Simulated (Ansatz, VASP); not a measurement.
SnBr4Cl in VASP and in Ansatz

```xyz
6
Lattice="3.9592 0.0000 0.0000 0.0000 3.9592 0.0000 0.0000 0.0000 11.5481" Properties=species:S:1:pos:R:3 pbc="T T T"
Sn    1.9796    1.9796    7.4684
Br    1.9796    1.9796    2.8100
Br    0.0000    0.0000    8.5928
Br    1.9796    1.9796   10.6041
Br    0.0000    0.0000    0.8721
Cl    0.0000    0.0000    4.2970
```

Change from the starting cell: species swapped into the Ta4SeS type (P4mm, No. 99).

Alike in both runs: task relaxation of cell and atoms; functional PBE; k mesh 4 × 4 × 2; occupations gaussian, width 0.1 eV; no spin polarisation.

```csv
,VASP,Ansatz
version,VASP 6.6.1,Ansatz 0.2.0
potentials or method,"VASP PAW PBE potentials, release 64 (Sn_d, Br, Cl), cutoff 600 eV","scalar-relativistic, plane waves, PAW"
valence electrons in the cell,49,49
```

```csv
,VASP,Ansatz,Ansatz less VASP
"gap on the k mesh at the Fermi level, each at its own relaxed structure (eV)",none,none,-
relaxed volume (Å³/atom),41.26,41.65,+0.396
relaxed length of the cell vector where the two differ most in proportion (Å),12.130,12.384,+0.2541
```

A gap of «none» marks a metal or a gap that the smearing closes.

The k mesh is coarse, so the values compare programs but aren't converged. Noted on VASP's run: the volume moved by over 15 % at a fixed basis, so the end points are rough.
